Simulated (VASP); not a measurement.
# In2As2H in VASP: single point with PBEsol

Aim: the single point of In2As2H with PBEsol.

All numbers are computed with VASP 6.6.1; they aren't measurements. Logs are shortened: lines on timing, memory, paths and dates and some standing lists are left out, and cuts for length are marked.

### Step 1. The cell of the first run

The cell holds a slab with vacuum, 10 atoms: a = 4.304 Å, b = 6.087 Å, c = 25.457 Å, α = 90.00°, β = 90.00°, γ = 90.00°.

### Step 2. Single point, PBEsol

INCAR

```
SYSTEM = In2As2H
ALGO = Normal
DIPOL = 0.5 0.5 0.500
EDIFF = 1E-6
ENCUT = 520
GGA = PS
IDIPOL = 3
ISIF = 2
ISMEAR = 0
LASPH = .True.
LCHARG = .False.
LDIPOL = .True.
LREAL = .False.
LWAVE = .False.
NBANDS = 48
NELM = 80
PREC = Accurate
SIGMA = 0.1
```

KPOINTS

```
k-points
0
Gamma
  7 5 1
  0 0 0
```

POSCAR

```
In2As2H
1.0
    4.3044884345      0.0000000000      0.0000000000
    0.0000000000      6.0874659231      0.0000000000
    0.0000000000      0.0000000000     25.4567326517
In As H
4 4 2
Direct
    0.5000000000      0.5000000000      0.3338998809
    0.0000000000      0.0000000000      0.4184450677
    0.4999145544      0.5061463641      0.5076448201
   -0.0003467215     -0.0600586261      0.5704585047
    0.0000000000      0.2500000000      0.3338998809
    0.5000000000      0.7500000000      0.4184450677
   -0.0001944700      0.2580793208      0.5027529080
    0.4992871854      0.7246398819      0.5974922096
   -0.0033881471      0.2115494204      0.6673302358
    0.0813239125      0.2972150759      0.6506728438
```

Potentials or basis: VASP PAW PBE potentials, release 64 (In_d, As, H).

Launch:

```
> cat potpaw_PBE.64/In_d/POTCAR potpaw_PBE.64/As/POTCAR potpaw_PBE.64/H/POTCAR > POTCAR
> mpirun -np 1 vasp_std > vasp.out
```

OUTCAR:

```text
SYSTEM = In2As2H
   EDIFF = 1E-6
   ENCUT = 520
   GGA = PS
   ISIF = 2
   ISMEAR = 0
   LASPH = .True.
   LREAL = .False.
   NELM = 80
   PREC = Accurate

 ion  position               nearest neighbor table
   1  0.500  0.500  0.334-   5 2.64   5 2.64   6 2.64
   2  0.000  0.000  0.418-   6 2.64   6 2.64   5 2.64   7 2.66   4 3.89
   3  0.500  0.506  0.508-   7 2.63   7 2.63   8 2.65   6 2.71   4 3.76   4 3.76
   4  1.000  0.940  0.570-   7 2.59   8 2.61   8 2.61   3 3.76   3 3.76   2 3.89
   5  0.000  0.250  0.334-   1 2.64   1 2.64   2 2.64
   6  0.500  0.750  0.418-   2 2.64   2 2.64   1 2.64   3 2.71
   7  1.000  0.258  0.503-   4 2.59   3 2.63   3 2.63   2 2.66
   8  0.499  0.725  0.597-   4 2.61   4 2.61   3 2.65
   9  0.997  0.212  0.667-  10 0.76
  10  0.081  0.297  0.651-   9 0.76

  LATTYP: Found a simple orthorhombic cell.
 ALAT       =     4.3044884345
 B/A-ratio  =     1.4142135624
 C/A-ratio  =     5.9139972238

  Lattice vectors:

 A1 = (   4.3044884345,   0.0000000000,   0.0000000000)
 A2 = (   0.0000000000,   6.0874659231,   0.0000000000)
 A3 = (   0.0000000000,   0.0000000000,  25.4567326517)

Analysis of symmetry for initial positions (statically):
=====================================================================
 Subroutine PRICEL returns:
 Original cell was already a primitive cell.

 Routine SETGRP: Setting up the symmetry group for a
 simple orthorhombic supercell.

 Subroutine GETGRP returns: Found  1 space group operations
 (whereof  1 operations were pure point group operations)
 out of a pool of  8 trial point group operations.

The static configuration has the point symmetry C_1 .

Analysis of symmetry for dynamics (positions and initial velocities):
=====================================================================
 Subroutine PRICEL returns:
 Original cell was already a primitive cell.

 Routine SETGRP: Setting up the symmetry group for a
 simple orthorhombic supercell.

 Subroutine GETGRP returns: Found  1 space group operations
 (whereof  1 operations were pure point group operations)
 out of a pool of  8 trial point group operations.

The dynamic configuration has the point symmetry C_1 .

 Subroutine INISYM returns: Found  1 space group operations
 (whereof  1 operations are pure point group operations),
 and found     1 'primitive' translations

----------------------------------------------------------------------------------------

                                     Primitive cell

  volume of cell :     667.0536

  direct lattice vectors                    reciprocal lattice vectors
     4.304488434  0.000000000  0.000000000     0.232315643  0.000000000  0.000000000
     0.000000000  6.087465923  0.000000000     0.000000000  0.164271967  0.000000000
     0.000000000  0.000000000 25.456732652     0.000000000  0.000000000  0.039282339

  length of vectors
     4.304488434  6.087465923 25.456732652     0.232315643  0.164271967  0.039282339

  position of ions in fractional coordinates (direct lattice)
     0.500000000  0.500000000  0.333899881
     0.000000000  0.000000000  0.418445068
     0.499914554  0.506146364  0.507644820
     0.999653278  0.939941374  0.570458505
     0.000000000  0.250000000  0.333899881
     0.500000000  0.750000000  0.418445068
     0.999805530  0.258079321  0.502752908
     0.499287185  0.724639882  0.597492210
     0.996611853  0.211549420  0.667330236
     0.081323912  0.297215076  0.650672844

  ion indices of the primitive-cell ions
   primitive index   ion index
                 1           1
                 2           2
                 3           3
                 4           4
                 5           5
                 6           6
                 7           7
                 8           8
                 9           9
                10          10

----------------------------------------------------------------------------------------

 KPOINTS: k-points

Automatic generation of k-mesh.
 Grid dimensions read from file:
 generate k-points for:    7    5    1

 Generating k-lattice:

  Cartesian coordinates                     Fractional coordinates (reciprocal lattice)
     0.033187949  0.000000000  0.000000000     0.142857143  0.000000000  0.000000000
     0.000000000  0.032854393  0.000000000     0.000000000  0.200000000  0.000000000
     0.000000000  0.000000000  0.039282339     0.000000000  0.000000000  1.000000000

  Length of vectors
     0.033187949  0.032854393  0.039282339

  Shift w.r.t. Gamma in fractional coordinates (k-lattice)
     0.000000000  0.000000000  0.000000000

 Subroutine IBZKPT returns following result:
 ===========================================

 Found     18 irreducible k-points:

 Following reciprocal coordinates:
            Coordinates               Weight
  0.000000  0.000000  0.000000      1.000000
  0.142857  0.000000  0.000000      2.000000
  0.285714  0.000000  0.000000      2.000000
  0.428571  0.000000  0.000000      2.000000
  0.000000  0.200000  0.000000      2.000000
  0.142857  0.200000  0.000000      2.000000
[... 10 lines left out ...]
  0.428571  0.400000  0.000000      2.000000
  0.428571 -0.400000  0.000000      2.000000
   k-points           NKPTS =     18   k-points in BZ     NKDIM =     18   number of bands    NBANDS=     48
   number of dos      NEDOS =    301   number of ions     NIONS =     10
   total plane-waves  NPLWV = 294912
   dimension x,y,z NGX =    32 NGY =   48 NGZ =  192
   dimension x,y,z NGXF=    64 NGYF=   96 NGZF=  384
   ions per type =               4   4   2
   NGX,Y,Z   is equivalent  to a cutoff of  12.36, 13.11, 12.54 a.u.
   NGXF,Y,Z  is equivalent  to a cutoff of  24.72, 26.22, 25.08 a.u.
 SYSTEM =  In2As2H
   PREC   = accura    normal or accurate (medium, high low for compatibility)
   ISTART =      0    job   : 0-new  1-cont  2-samecut
   ICHARG =      2    charge: 1-file 2-atom 10-const
   ISPIN  =      1    spin polarized calculation?
   LNONCOLLINEAR =      F non collinear calculations
   LSORBIT =      F    spin-orbit coupling
   LASPH  =      T    aspherical Exc in radial PAW
   ENCUT  =  520.0 eV  38.22 Ry    6.18 a.u.   8.00 11.32 47.33*2*pi/ulx,y,z
   NELM   =     80;   NELMIN=  2; NELMDL= -5     # of ELM steps
   EDIFF  = 0.1E-05   stopping-criterion for ELM
   LREAL  =      F    real-space projection
   EDIFFG = 0.1E-04   stopping-criterion for IOM
   NSW    =      0    number of steps for IOM
   IBRION =     -1    ionic relax: 0-MD 1-quasi-New 2-CG
   NFREE  =      0    steps in history (QN), initial steepest desc. (CG)
   ISIF   =      2    stress and relaxation
   ISYM   =      2    0-nonsym 1-usesym 2-fastsym
   POTIM  = 0.5000    time-step for ionic-motion
   TEBEG  =    0.0;   TEEND  =   0.0 temperature during run
   PSTRESS=    0.0 pullay stress
   NELECT =      74.0000    total number of electrons
   NUPDOWN=      -1.0000    fix difference up-down
   EMIN   =  10.00;   EMAX   =-10.00  energy-range for DOS
   EFERMI =   0.00;   METHOD = LEGACY
   ISMEAR =     0;   SIGMA  =   0.10  broadening in eV -4-tet -1-fermi 0-gaus
   EFERMI_NEDOS =   21; number of points for ismear=-14 and -15
   IALGO  =     38    algorithm
   IMIX   =      4    mixing-type and parameters
     AMIX     =   0.40;   BMIX     =  1.00
     AMIX_MAG =   1.60;   BMIX_MAG =  1.00
  volume/ion in A,a.u.               =      66.71       450.15
  Fermi-wavevector in a.u.,A,eV,Ry     =   0.786620  1.486497  8.418897  0.618772
  Thomas-Fermi vector in A             =   1.891196
   LORBIT       =      0    0 simple, 1 ext, 2 COOP (PROOUT), +10 PAW based schemes
   GGA     = PS    functional components
   LHFCALC =     F    Hartree Fock is set to
   AEXX    =    0.0000 exact exchange contribution
   IVDW    =     0    specifies the selected vdW correction
   LEPSILON=     F    determine dielectric tensor
   LRPA    =     F    only Hartree local field effects (RPA)
 non-spin polarized calculation
 Gauss-broadening in eV      SIGMA  =   0.10
  energy-cutoff  :      520.00
  volume of cell :      667.05
 maximum number of plane-waves:     18038
   NGX = 17   NGY = 23   NGZ = 95

 dipolmoment           0.000000      0.000000      0.001266 electrons x Angstroem

 number of electron      74.0000013 magnetization

 dipolmoment           0.000000      0.000000     -0.010602 electrons x Angstroem

 Free energy of the ion-electron system (eV)
  ---------------------------------------------------
  ext. energy  EPLUGINS =         0.00000000
  ---------------------------------------------------
  free energy    TOTEN  =       -38.09898100 eV

  energy without entropy =      -38.09897809  energy(sigma->0) =      -38.09897954

 E-fermi :  -1.3885     XC(G=0):  -3.8046

 val. band max:       -1.6546881502   @ k =   0.0000   0.0000   0.0000
 cond. band min:      -1.1235556711   @ k =   0.0000   0.0000   0.0000
 fundamental gap:      0.5311324791
 Fermi energy:        -1.3885359493

 k-point     1 :       0.0000    0.0000    0.0000
  band No.  band energies     occupation
      1     -16.1166      2.00000
      2     -16.0703      2.00000
      3     -16.0374      2.00000
      4     -16.0093      2.00000
      5     -15.9792      2.00000
      6     -15.9660      2.00000
[... 40 lines left out ...]
     47       2.7318      0.00000
     48       2.8872      0.00000

 k-point     2 :       0.1429    0.0000    0.0000
  band No.  band energies     occupation
      1     -16.1168      2.00000
      2     -16.0673      2.00000
      3     -16.0397      2.00000
      4     -16.0087      2.00000
      5     -15.9791      2.00000
      6     -15.9755      2.00000
[... 808 lines left out ...]
 k-point    18 :       0.4286   -0.4000    0.0000
  band No.  band energies     occupation
      1     -16.1093      2.00000
      2     -16.0617      2.00000
      3     -16.0351      2.00000
      4     -16.0242      2.00000
      5     -16.0026      2.00000
      6     -15.9840      2.00000
[... 40 lines left out ...]
     47       3.3443      0.00000
     48       3.4926      0.00000

------------------------ aborting loop because EDIFF is reached ----------------------------------------

 vacuum level on the upper side and lower side of the slab       (xc-potential included)        -0.150        -0.046

  FORCE on cell =-STRESS in cart. coord.  units (eV):
  Direction    XX          YY          ZZ          XY          YZ          ZX
  --------------------------------------------------------------------------------------
  -------------------------------------------------------------------------------------
  Total       -1.7653986     -1.5073099      0.1224186     -0.0939455      1.4857441      0.0082823
  in kB       -4.2402613     -3.6203653      0.2940337     -0.2256450      3.5685669      0.0198930
  external PRESSURE =      -2.5221976 kB  Pullay stress =       0.0000000 kB

 VOLUME and BASIS-vectors are now :
 -----------------------------------------------------------------------------
  energy-cutoff  :      520.00
  volume of cell :      667.05
      direct lattice vectors                 reciprocal lattice vectors
     4.304488434  0.000000000  0.000000000     0.232315643  0.000000000  0.000000000
     0.000000000  6.087465923  0.000000000     0.000000000  0.164271967  0.000000000
     0.000000000  0.000000000 25.456732652     0.000000000  0.000000000  0.039282339

 POSITION                                       TOTAL-FORCE (eV/Angst)
 -----------------------------------------------------------------------------------
      2.15224      3.04373      8.50000         0.000004     -0.867925      1.070742
      0.00000      0.00000     10.65224         0.000557      0.356537      0.119680
      2.15188      3.08115     12.92298        -0.000119      0.000726     -0.001956
      4.30300      5.72186     14.52201        -0.000194      0.003965      0.000033
      0.00000      1.52187      8.50000         0.000038      0.175618     -1.121479
      2.15224      4.56560     10.65224        -0.000732      0.334164     -0.088685
      4.30365      1.57105     12.79845         0.000142      0.006433     -0.000146
      2.14918      4.41122     15.21020         0.000254     -0.009293      0.020103
      4.28990      1.28780     16.98805         0.014608      0.014573     -0.010926
      0.35006      1.80929     16.56400        -0.014558     -0.014798      0.012633
 -----------------------------------------------------------------------------------
    total drift:                               -0.000077      0.000181      0.000154

  FREE ENERGIE OF THE ION-ELECTRON SYSTEM (eV)
  ---------------------------------------------------
  free  energy   TOTEN  =       -38.0989809957 eV

  energy  without entropy=      -38.0989780854  energy(sigma->0) =      -38.09897954

 vacuum level on the upper side and lower side of the slab         2.946         3.044
```

Wall time 21 min (1 thread of Intel Xeon Platinum 8259CL at 2.50GHz (Skylake/Cascade Lake), shared host); peak memory 0.9 GiB.

Results:

| Item | Value |
| --- | --- |
| Free energy | -38.0990 eV |
| Largest force | 1.378 eV/Å |
| Band gap on the k mesh | 0.53 eV, direct |

Forces in eV/Å, atoms in the order of the input:
```
In   0.000 -0.868  1.071
In   0.001  0.357  0.120
In   0.000  0.001 -0.002
In   0.000  0.004  0.000
As   0.000  0.176 -1.121
As  -0.001  0.334 -0.089
As   0.000  0.006  0.000
As   0.000 -0.009  0.020
H    0.015  0.015 -0.011
H   -0.015 -0.015  0.013
```

Caveat: the PAW data sets were made with another functional, which shifts forces and pressure a little; spin-orbit coupling is left out, which moves the levels of the heavy elements.
